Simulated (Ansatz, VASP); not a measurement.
**WS2: VASP beside Ansatz**

```
W S
1.0
     5.12978    0.00000    0.00000
     0.00000    5.12978    0.00000
     0.00000    0.00000    5.12978
W S
2 4
Direct
  0.00000 0.00000 0.00000
  0.50000 0.50000 0.50000
  0.25000 0.25000 0.25000
  0.25000 0.75000 0.75000
  0.75000 0.75000 0.25000
  0.75000 0.25000 0.75000
```

Alike in both runs: functional r2SCAN; k mesh 8 × 8 × 8; occupations gaussian, width 0.1 eV; no spin polarisation.

Ansatz relaxed the structure, and its values are those at the end. VASP's run is a single point on that final structure, the one shown.

```csv
,VASP,Ansatz
version,VASP 6.6.1,Ansatz 0.2.0
potentials or method,"VASP PAW PBE potentials, release 64 (W_sv, S), cutoff 520 eV","scalar-relativistic, plane waves, PAW"
valence electrons in the cell,52,52
```

|  | VASP | Ansatz | Ansatz less VASP |
| --- | --- | --- | --- |
| gap on the k mesh at the Fermi level (eV) | none | none | - |
| pressure (GPa) | 0.1 | 0.0 | -0.06 |

VASP's potentials were made for PBE, not for r2SCAN. A gap of «none» marks a metal or a gap that the smearing closes. The functional is the same, so the differences come from potentials, cutoffs and numerics.

Spin-orbit coupling is off throughout.
